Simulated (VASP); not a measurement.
# BaO in VASP: further runs

BaO is run at these levels: PBE; tasks: electric field gradients.

Program: VASP 6.6.1. These are calculated values, not measurements. Logs are shortened: lines on timing, memory, paths and dates and some standing lists are left out, and cuts for length are marked.

## 1. The cell of the first run

Symmetry: Fm-3m, No. 225, cubic system. The conventional cell has a = 5.426 Å, b = 5.426 Å, c = 5.426 Å, α = 90.00°, β = 90.00°, γ = 90.00°. Within 3.6 Å of Ba (site symmetry m-3m) lie 6 O at 2.71 Å. O (site symmetry m-3m) has 6 Ba at 2.71 Å within 3.6 Å.

## 2. Electric field gradients, PBE (19.97 Å³/atom)

The input, INCAR:

```
ALGO = Normal
EDIFF = 1E-8
ENCUT = 520
GGA = PE
GGA_COMPAT = False
ISIF = 2
ISMEAR = -1
LASPH = True
LCHARG = False
LEFG = True
LREAL = False
LWAVE = False
NBANDS = 15
NELM = 120
PREC = Accurate
SIGMA = 0.02
```

The input, KPOINTS:

```
k-points
0
Gamma
  8 8 8
```

The input, POSCAR:

```
BaO
1.0
    0.0000000000      2.7128332818      2.7128332818
    2.7128332818      0.0000000000      2.7128332818
    2.7128332818      2.7128332818      0.0000000000
Ba O
1 1
Direct
    0.0000000000      0.0000000000      0.0000000000
    0.5000000000      0.5000000000      0.5000000000
```

Potentials or basis: VASP PAW PBE potentials, release 64 (Ba_sv, O).

Launch:

```
$ cat potpaw_PBE.64/Ba_sv/POTCAR potpaw_PBE.64/O/POTCAR > POTCAR
$ mpirun -np 1 vasp_std > vasp.out
```

OUTCAR:

```text
EDIFF = 1E-8
   ENCUT = 520
   GGA = PE
   ISIF = 2
   ISMEAR = -1
   LASPH = True
   LREAL = False
   NELM = 120
   PREC = Accurate

 ion  position               nearest neighbor table
   1  0.000  0.000  0.000-   2 2.71   2 2.71   2 2.71   2 2.71   2 2.71   2 2.71
   2  0.500  0.500  0.500-   1 2.71   1 2.71   1 2.71   1 2.71   1 2.71   1 2.71

  LATTYP: Found a face centered cubic cell.
 ALAT       =     5.4256665636

  Lattice vectors:

 A1 = (   0.0000000000,   2.7128332818,   2.7128332818)
 A2 = (   2.7128332818,   0.0000000000,   2.7128332818)
 A3 = (   2.7128332818,   2.7128332818,   0.0000000000)

Analysis of symmetry for initial positions (statically):
=====================================================================
 Subroutine PRICEL returns:
 Original cell was already a primitive cell.

 Routine SETGRP: Setting up the symmetry group for a
 face centered cubic supercell.

 Subroutine GETGRP returns: Found 48 space group operations
 (whereof 48 operations were pure point group operations)
 out of a pool of 48 trial point group operations.

The static configuration has the point symmetry O_h .

Analysis of symmetry for dynamics (positions and initial velocities):
=====================================================================
 Subroutine PRICEL returns:
 Original cell was already a primitive cell.

 Routine SETGRP: Setting up the symmetry group for a
 face centered cubic supercell.

 Subroutine GETGRP returns: Found 48 space group operations
 (whereof 48 operations were pure point group operations)
 out of a pool of 48 trial point group operations.

The dynamic configuration has the point symmetry O_h .

 Subroutine INISYM returns: Found 48 space group operations
 (whereof 48 operations are pure point group operations),
 and found     1 'primitive' translations

----------------------------------------------------------------------------------------

                                     Primitive cell

  volume of cell :      39.9300

  direct lattice vectors                    reciprocal lattice vectors
     0.000000000  2.712833282  2.712833282    -0.184309151  0.184309151  0.184309151
     2.712833282  0.000000000  2.712833282     0.184309151 -0.184309151  0.184309151
     2.712833282  2.712833282  0.000000000     0.184309151  0.184309151 -0.184309151

  length of vectors
     3.836525620  3.836525620  3.836525620     0.319232814  0.319232814  0.319232814

  position of ions in fractional coordinates (direct lattice)
     0.000000000  0.000000000  0.000000000
     0.500000000  0.500000000  0.500000000

  ion indices of the primitive-cell ions
   primitive index   ion index
                 1           1
                 2           2

----------------------------------------------------------------------------------------

 KPOINTS: k-points

Automatic generation of k-mesh.
 Grid dimensions read from file:
 generate k-points for:    8    8    8

 Generating k-lattice:

  Cartesian coordinates                     Fractional coordinates (reciprocal lattice)
    -0.023038644  0.023038644  0.023038644     0.125000000  0.000000000  0.000000000
     0.023038644 -0.023038644  0.023038644     0.000000000  0.125000000  0.000000000
     0.023038644  0.023038644 -0.023038644     0.000000000  0.000000000  0.125000000

  Length of vectors
     0.039904102  0.039904102  0.039904102

  Shift w.r.t. Gamma in fractional coordinates (k-lattice)
     0.000000000  0.000000000  0.000000000

 Subroutine IBZKPT returns following result:
 ===========================================

 Found     29 irreducible k-points:

 Following reciprocal coordinates:
            Coordinates               Weight
  0.000000  0.000000  0.000000      1.000000
  0.125000  0.000000  0.000000      8.000000
  0.250000  0.000000  0.000000      8.000000
  0.375000  0.000000  0.000000      8.000000
  0.500000  0.000000  0.000000      4.000000
  0.125000  0.125000  0.000000      6.000000
[... 16 lines left out ...]
  0.500000  0.250000  0.125000     48.000000
 -0.375000  0.250000  0.125000     24.000000
 [... further k-points ...]
   k-points           NKPTS =     29   k-points in BZ     NKDIM =     29   number of bands    NBANDS=     15
   number of dos      NEDOS =    301   number of ions     NIONS =      2
   total plane-waves  NPLWV =  27000
   dimension x,y,z NGX =    30 NGY =   30 NGZ =   30
   dimension x,y,z NGXF=    60 NGYF=   60 NGZF=   60
   ions per type =               1   1
   NGX,Y,Z   is equivalent  to a cutoff of  13.00, 13.00, 13.00 a.u.
   NGXF,Y,Z  is equivalent  to a cutoff of  26.00, 26.00, 26.00 a.u.
 SYSTEM =  unknown system
   PREC   = accura    normal or accurate (medium, high low for compatibility)
   ISTART =      0    job   : 0-new  1-cont  2-samecut
   ICHARG =      2    charge: 1-file 2-atom 10-const
   ISPIN  =      1    spin polarized calculation?
   LNONCOLLINEAR =      F non collinear calculations
   LSORBIT =      F    spin-orbit coupling
   LASPH  =      T    aspherical Exc in radial PAW
   ENCUT  =  520.0 eV  38.22 Ry    6.18 a.u.   7.13  7.13  7.13*2*pi/ulx,y,z
   NELM   =    120;   NELMIN=  2; NELMDL= -5     # of ELM steps
   EDIFF  = 0.1E-07   stopping-criterion for ELM
   LREAL  =      F    real-space projection
   EDIFFG = 0.1E-06   stopping-criterion for IOM
   NSW    =      0    number of steps for IOM
   IBRION =     -1    ionic relax: 0-MD 1-quasi-New 2-CG
   NFREE  =      0    steps in history (QN), initial steepest desc. (CG)
   ISIF   =      2    stress and relaxation
   ISYM   =      2    0-nonsym 1-usesym 2-fastsym
   POTIM  = 0.5000    time-step for ionic-motion
   TEBEG  =    0.0;   TEEND  =   0.0 temperature during run
   PSTRESS=    0.0 pullay stress
   NELECT =      16.0000    total number of electrons
   NUPDOWN=      -1.0000    fix difference up-down
   EMIN   =  10.00;   EMAX   =-10.00  energy-range for DOS
   EFERMI =   0.00;   METHOD = LEGACY
   ISMEAR =    -1;   SIGMA  =   0.02  broadening in eV -4-tet -1-fermi 0-gaus
   EFERMI_NEDOS =   21; number of points for ismear=-14 and -15
   IALGO  =     38    algorithm
   IMIX   =      4    mixing-type and parameters
     AMIX     =   0.40;   BMIX     =  1.00
     AMIX_MAG =   1.60;   BMIX_MAG =  1.00
  volume/ion in A,a.u.               =      19.97       134.73
  Fermi-wavevector in a.u.,A,eV,Ry     =   1.206929  2.280765 19.819302  1.456678
  Thomas-Fermi vector in A             =   2.342582
   LORBIT       =      0    0 simple, 1 ext, 2 COOP (PROOUT), +10 PAW based schemes
   GGA     = PE    functional components
[... 5 lines left out ...]
 non-spin polarized calculation
  energy-cutoff  :      520.00
  volume of cell :       39.93
 maximum number of plane-waves:      1090
 NGX is ok and might be reduce to    30
   NGX = 15   NGY = 15   NGZ = 15

 number of electron      15.9999995 magnetization

 Free energy of the ion-electron system (eV)
  ---------------------------------------------------
  ext. energy  EPLUGINS =         0.00000000
  ---------------------------------------------------
  free energy    TOTEN  =       -11.69846624 eV

  energy without entropy =      -11.69846624  energy(sigma->0) =      -11.69846624

 E-fermi :   2.7854     XC(G=0):  -9.9098

 val. band max:        2.3404313446   @ k =   0.5000   0.5000   0.0000
 cond. band min:       4.0789093482   @ k =   0.5000   0.5000   0.0000
 fundamental gap:      1.7384780036
 Fermi energy:         2.7854235753

 k-point     1 :       0.0000    0.0000    0.0000
  band No.  band energies     occupation
      1     -23.6127      2.00000
      2     -12.8757      2.00000
      3      -7.9880      2.00000
      4      -7.9880      2.00000
      5      -7.9880      2.00000
      6       1.8213      2.00000
      7       1.8213      2.00000
      8       1.8213      2.00000
      9       6.1461      0.00000
     10       6.9625      0.00000
     11       6.9625      0.00000
     12       6.9625      0.00000
     13       9.3898      0.00000
     14       9.3898      0.00000
     15      12.3335      0.00000
[... 397 lines left out ...]
 k-point    24 :      -0.3750    0.2500    0.1250
  band No.  band energies     occupation
      1     -23.2294      2.00000
      2     -13.5870      2.00000
      3      -8.7361      2.00000
      4      -8.7268      2.00000
      5      -8.1041      2.00000
      6       0.5383      2.00000
      7       1.2496      2.00000
      8       1.2981      2.00000
      9       7.2049      0.00000
     10       7.8381      0.00000
     11      10.4006      0.00000
     12      10.5367      0.00000
     13      12.8129      0.00000
     14      14.5428      0.00000
     15      14.9711      0.00000

 [... further k-points ...]

------------------------ aborting loop because EDIFF is reached ----------------------------------------

  FORCE on cell =-STRESS in cart. coord.  units (eV):
  Direction    XX          YY          ZZ          XY          YZ          ZX
  --------------------------------------------------------------------------------------
  -------------------------------------------------------------------------------------
  Total        2.2195251      2.2195251      2.2195251      0.0000000     -0.0000000     -0.0000000
  in kB       89.0576721     89.0576721     89.0576721      0.0000000     -0.0000000     -0.0000000
  external PRESSURE =      89.0576721 kB  Pullay stress =       0.0000000 kB

 VOLUME and BASIS-vectors are now :
 -----------------------------------------------------------------------------
  energy-cutoff  :      520.00
  volume of cell :       39.93
      direct lattice vectors                 reciprocal lattice vectors
     0.000000000  2.712833282  2.712833282    -0.184309151  0.184309151  0.184309151
     2.712833282  0.000000000  2.712833282     0.184309151 -0.184309151  0.184309151
     2.712833282  2.712833282  0.000000000     0.184309151  0.184309151 -0.184309151

 POSITION                                       TOTAL-FORCE (eV/Angst)
 -----------------------------------------------------------------------------------
      0.00000      0.00000      0.00000        -0.000000     -0.000000      0.000000
      2.71283      2.71283      2.71283         0.000000      0.000000     -0.000000
 -----------------------------------------------------------------------------------
    total drift:                                0.000000      0.000000      0.000000

  FREE ENERGIE OF THE ION-ELECTRON SYSTEM (eV)
  ---------------------------------------------------
  free  energy   TOTEN  =       -11.6984662363 eV

  energy  without entropy=      -11.6984662363  energy(sigma->0) =      -11.69846624

 Electric field gradients (V/A^2)
---------------------------------------------------------------------
 ion       V_xx      V_yy      V_zz      V_xy      V_xz      V_yz
---------------------------------------------------------------------
   1      -0.000     0.000    -0.000    -0.000    -0.000    -0.000
   2       0.000    -0.000     0.000    -0.002    -0.002    -0.002
---------------------------------------------------------------------

 Electric field gradients after diagonalization (V/A^2)
 (convention: |V_zz| > |V_xx| > |V_yy|)
----------------------------------------------------------------------
 ion       V_xx      V_yy      V_zz     asymmetry (V_yy - V_xx)/ V_zz
----------------------------------------------------------------------
   1       0.000     0.000    -0.000       0.000
   2       0.002     0.002    -0.004       0.000
----------------------------------------------------------------------

           NMR quadrupolar parameters

 Cq : quadrupolar parameter    Cq=e*Q*V_zz/h
 eta: asymmetry parameters     (V_yy - V_xx)/ V_zz
 Q  : nuclear electric quadrupole moment in mb (millibarn)
----------------------------------------------------------------------
 ion       Cq(MHz)       eta       Q (mb)
----------------------------------------------------------------------
   1      -0.000       0.000       1.000
   2      -0.000       0.000       1.000
----------------------------------------------------------------------
```

Run time: 33 s. Hardware: 1 thread of AMD EPYC 7R13, shared host; peak memory 0.15 GiB.

Results:

```yaml
Free_energy: -11.6985 eV
Pressure: 8.9 GPa
Band_gap_on_the_k_mesh: 1.74 eV
Largest_electric_field_gradient_by_atom: zero within the noise of the run
```

Caveat: the cell stands under pressure; spin-orbit coupling is left out, which moves the levels of the heavy elements. A k mesh can miss the band edges.

## 3. Electric field gradients, PBE (20.38 Å³/atom)

This run uses another cell than the first one, of 20.38 Å³/atom.

The input, INCAR:

```
SYSTEM = BaO
  ALGO = Normal
  EDIFF = 1E-8
  ENCUT = 520
  GGA = PE
  GGA_COMPAT = .False.
  ISIF = 2
  ISMEAR = -1
  LASPH = .True.
  LCHARG = .False.
  LEFG = .True.
  LREAL = .False.
  LWAVE = .False.
  NBANDS = 15
  NELM = 120
  PREC = Accurate
  SIGMA = 0.02
```

The input, KPOINTS:

```
k-points
0
Gamma
  8 8 8
  0 0 0
```

The input, POSCAR:

```
BaO
1.0
    0.0000000000      2.7315430680      2.7315430680
    2.7315430680      0.0000000000      2.7315430680
    2.7315430680      2.7315430680      0.0000000000
Ba O
1 1
Direct
    0.0000000000      0.0000000000      0.0000000000
    0.5000000000      0.5000000000      0.5000000000
```

Potentials or basis: VASP PAW PBE potentials, release 64 (Ba_sv, O).

Launch:

```
$ cat potpaw_PBE.64/Ba_sv/POTCAR potpaw_PBE.64/O/POTCAR > POTCAR
$ mpirun -np 1 vasp_std > vasp.out
```

OUTCAR:

```text
SYSTEM = BaO
   EDIFF = 1E-8
   ENCUT = 520
   GGA = PE
   ISIF = 2
   ISMEAR = -1
   LASPH = .True.
   LREAL = .False.
   NELM = 120
   PREC = Accurate

 ion  position               nearest neighbor table
   1  0.000  0.000  0.000-   2 2.73   2 2.73   2 2.73   2 2.73   2 2.73   2 2.73
   2  0.500  0.500  0.500-   1 2.73   1 2.73   1 2.73   1 2.73   1 2.73   1 2.73

  LATTYP: Found a face centered cubic cell.
 ALAT       =     5.4630861360

  Lattice vectors:

 A1 = (   0.0000000000,   2.7315430680,   2.7315430680)
 A2 = (   2.7315430680,   0.0000000000,   2.7315430680)
 A3 = (   2.7315430680,   2.7315430680,   0.0000000000)

Analysis of symmetry for initial positions (statically):
=====================================================================
 Subroutine PRICEL returns:
 Original cell was already a primitive cell.

 Routine SETGRP: Setting up the symmetry group for a
 face centered cubic supercell.

[... 621 lines left out ...]
      direct lattice vectors                 reciprocal lattice vectors
     0.000000000  2.731543068  2.731543068    -0.183046720  0.183046720  0.183046720
     2.731543068  0.000000000  2.731543068     0.183046720 -0.183046720  0.183046720
     2.731543068  2.731543068  0.000000000     0.183046720  0.183046720 -0.183046720

 POSITION                                       TOTAL-FORCE (eV/Angst)
 -----------------------------------------------------------------------------------
      0.00000      0.00000      0.00000        -0.000000     -0.000000     -0.000000
      2.73154      2.73154      2.73154         0.000000      0.000000      0.000000
 -----------------------------------------------------------------------------------
    total drift:                                0.000000      0.000000      0.000000

  FREE ENERGIE OF THE ION-ELECTRON SYSTEM (eV)
  ---------------------------------------------------
  free  energy   TOTEN  =       -11.7395863253 eV

  energy  without entropy=      -11.7395863253  energy(sigma->0) =      -11.73958633

 Electric field gradients (V/A^2)
---------------------------------------------------------------------
 ion       V_xx      V_yy      V_zz      V_xy      V_xz      V_yz
---------------------------------------------------------------------
   1       0.000     0.000    -0.000    -0.000    -0.000    -0.000
   2       0.000    -0.000     0.000    -0.001    -0.001    -0.001
---------------------------------------------------------------------

 Electric field gradients after diagonalization (V/A^2)
 (convention: |V_zz| > |V_xx| > |V_yy|)
----------------------------------------------------------------------
 ion       V_xx      V_yy      V_zz     asymmetry (V_yy - V_xx)/ V_zz
----------------------------------------------------------------------
   1       0.000     0.000    -0.000       0.000
   2       0.001     0.001    -0.003       0.000
----------------------------------------------------------------------

           NMR quadrupolar parameters

 Cq : quadrupolar parameter    Cq=e*Q*V_zz/h
 eta: asymmetry parameters     (V_yy - V_xx)/ V_zz
 Q  : nuclear electric quadrupole moment in mb (millibarn)
----------------------------------------------------------------------
 ion       Cq(MHz)       eta       Q (mb)
----------------------------------------------------------------------
   1      -0.000       0.000       1.000
   2      -0.000       0.000       1.000
----------------------------------------------------------------------
```

stdout:

```text
POSCAR found type information on POSCAR BaO
 POSCAR found :  2 types and       2 ions
 scaLAPACK will be used
 LDA part: xc-table for (Slater+PW92), standard interpolation
 POSCAR, INCAR and KPOINTS ok, starting setup
 FFT: planning ... GRIDC
 FFT: planning ... GRID_SOFT
 FFT: planning ... GRID
 WAVECAR not read
 entering main loop
ion   1

ion   2
```

Run time: 42 s. Hardware: 1 thread of AMD EPYC 7R13, shared host; peak memory 0.15 GiB.

Results:

| Item | Value |
| --- | --- |
| Free energy | -11.7396 eV |
| Pressure | 6.8 GPa |
| Band gap on the k mesh | 1.82 eV |
| Largest electric field gradient by atom | zero within the noise of the run |

Caveat: the cell stands under pressure; spin-orbit coupling is left out, which moves the levels of the heavy elements.

(Part 1 of 2 ends here.)
